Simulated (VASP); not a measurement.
Input of a VASP 6.6.1 run:

The input INCAR:

```
SYSTEM = SiC
PREC     = Accurate       ! precision mode
ENCUT    = 600            ! plane-wave cutoff, eV
EDIFF    = 1E-7           ! SCF threshold, eV
ISMEAR   = 0              ! smearing method
SIGMA    = 0.05           ! smearing width, eV
LREAL    = .False.        ! projectors in reciprocal space
LASPH    = .True.         ! aspherical terms in the spheres
NELM     = 60             ! most SCF steps
ALGO     = Normal         ! electronic algorithm
ISIF     = 3              ! what is computed and relaxed
LWAVE    = .False.        ! write WAVECAR
LCHARG   = .False.        ! write CHGCAR
GGA      = PE             ! functional
IBRION   = 2              ! ionic algorithm
NSW      = 80             ! ionic steps
EDIFFG   = -0.03          ! ionic threshold
```

File KPOINTS:

```
Automatic mesh
0
Gamma
  8 8 4
  0 0 0
```

POSCAR

```
SiC
1.0
    3.0862175446      0.0000000000      0.0000000000
   -1.5431087723      2.6727427953      0.0000000000
    0.0000000000      0.0000000000      5.0647708873
Si C
2 2
Direct
    0.3333333333      0.6666666667      0.0000000000
    0.6666666667      0.3333333333      0.5000000000
    0.3333333333      0.6666666667      0.3850000000
    0.6666666667      0.3333333333      0.8850000000
```

Potentials or basis: VASP PAW PBE potentials, release 64 (Si, C).

The run is started by

```bash
$ cat potpaw_PBE.64/Si/POTCAR potpaw_PBE.64/C/POTCAR > POTCAR
$ mpirun -np 1 vasp_std > vasp.out
```

(1) What does it give for the relaxed cell?

(2) Predict the band gap on the k mesh.

(3) Predict the space group after relaxing (to 0.05 Å).

## Answers

(1) a = 3.089 Å, b = 3.089 Å, c = 5.074 Å, α = 90.00°, β = 90.00°, γ = 120.00°.

(2) 2.53 eV, indirect (least direct gap 3.95 eV).

(3) P6_3mc (No. 186).
